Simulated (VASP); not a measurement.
A run of VASP 6.6.1:

Contents of POSCAR:

```
LaSi2Os2
1.0
    0.0000000000      4.1870320000      0.0000000000
    4.1870320000      0.0000000000      0.0000000000
    2.0935160000      2.0935160000     -5.0155150000
Os Si La
2 2 1
Direct
    0.7500000000      0.2500000000      0.5000000000
    0.2500000000      0.7500000000      0.5000000000
    0.3750000000      0.3750000000      0.2500000000
    0.6250000000      0.6250000000      0.7500000000
    0.0000000000      0.0000000000      0.0000000000
```

INCAR.step1

```
  ALGO = Normal
  EDIFF = 1E-5
  ENCUT = 620
  GGA = PE
  GGA_COMPAT = False
  ISMEAR = -1
  ISPIN = 2
  LASPH = True
  LCHARG = False
  LMAXMIX = 6
  LREAL = False
  LWAVE = True
  MAGMOM = 3 2 3 3 3
  NBANDS = 38
  NELM = 200
  PREC = Accurate
  SIGMA = 0.1384
```

Contents of INCAR.step2:

```
  ALGO = Normal
  EDIFF = 1E-6
  ENCUT = 620
  GGA_COMPAT = False
  ISIF = 2
  ISMEAR = -1
  ISPIN = 2
  ISTART = 1
  LASPH = True
  LCHARG = True
  LELF = True
  LMAXMIX = 6
  LMIXTAU = True
  LORBIT = 11
  LREAL = False
  LVHAR = True
  LWAVE = False
  MAGMOM = 3 2 3 3 3
  METAGGA = R2SCAN
  NBANDS = 38
  NELM = 200
  PREC = Accurate
  SIGMA = 0.1384
```

File KPOINTS:

```
k-points
0
Gamma
  5 5 5
```

Potentials or basis: VASP PAW PBE potentials, release 64 (Os_sv_GW, Si, La).

Launch:

```sh
$ cat potpaw_PBE.64/Os_sv_GW/POTCAR potpaw_PBE.64/Si/POTCAR potpaw_PBE.64/La/POTCAR > POTCAR
$ cp INCAR.step1 INCAR
$ mpirun -np 1 vasp_std > vasp.out
$ cp INCAR.step2 INCAR
$ mpirun -np 1 vasp_std > vasp.out
```

Hardware: 1 thread of Intel(R) Xeon(R) Platinum 8259CL CPU @ 2.50GHz (Skylake/Cascade Lake) (shared host).

Q: Estimate the wall time of this run.

A: Wall time 10 min on 1 thread of Intel(R) Xeon(R) Platinum 8259CL CPU @ 2.50GHz (Skylake/Cascade Lake), with other jobs on the host, peak memory 0.41 GiB. Counts: k points 18.
